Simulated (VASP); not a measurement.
Set up this calculation in VASP 6.6.1, as the native input.

```yaml
Task: single point
Functional: PBE
Dispersion: D3(BJ)
Potentials_or_basis: VASP PAW PBE potentials, release 64 (Sn_d)
Cutoff: 520 eV
k_mesh: 2 × 3 × 1
Occupations: gaussian, width 0.1 eV
Spin: no spin polarisation
Dipole_correction: yes
Further_INCAR_settings: ALGO = Normal; EDIFF = 1e-06; NBANDS = 96
```

The structure of Sn lies in POSCAR:

```
Sn
1.0
    9.2964173513      0.0000000000      0.0000000000
    0.0000000000      6.5735597498      0.0000000000
    0.0000000000      0.0000000000     20.6482086756
Sn
12
Direct
    0.2500000000      0.0000000000      0.3874428104
    0.7500000000      0.0000000000      0.3874428104
    0.5000000000      0.2500000000      0.3874428104
    0.0000000000      0.2500000000      0.3874428104
    0.5000000000      0.4987619174      0.5008707610
    0.0000000000      0.4987619174      0.5008707610
    0.7500000000      0.7512380826      0.5008707610
    0.2500000000      0.7512380826      0.5008707610
    0.7500000000      0.0032305244      0.6135856695
    0.2500000000      0.0032305244      0.6135856695
    0.0000000000      0.2467694756      0.6135856695
    0.5000000000      0.2467694756      0.6135856695
```

These files were run (other wordings do the same):

INCAR

```
ALGO = Normal
DIPOL = 0.5 0.5 0.501
EDIFF = 1E-6
ENCUT = 520
GGA = PE
IDIPOL = 3
ISIF = 2
ISMEAR = 0
IVDW = 12
LASPH = True
LCHARG = False
LDIPOL = True
LREAL = False
LWAVE = False
NBANDS = 96
NELM = 60
PREC = Accurate
SIGMA = 0.1
```

KPOINTS

```
k-points
0
Gamma
  2 3 1
```

Potentials or basis: VASP PAW PBE potentials, release 64 (Sn_d).

Run with:

```bash
$ cat potpaw_PBE.64/Sn_d/POTCAR > POTCAR
$ mpirun -np 1 vasp_std > vasp.out
```

It gave:

```yaml
Largest_force: 0.155 eV/Å
Band_gap_on_the_k_mesh: zero (band 84 reaches -1.07 eV, above the bottom of band 85 at -1.23 eV)
Dispersion_energy_per_atom: -0.213 eV
```

Caveat: spin-orbit coupling is left out, which moves the levels of the heavy elements.

Wall time 16 min on 1 thread of Intel(R) Xeon(R) Platinum 8488C (Sapphire Rapids), on a shared host, peak memory 1.1 GiB.
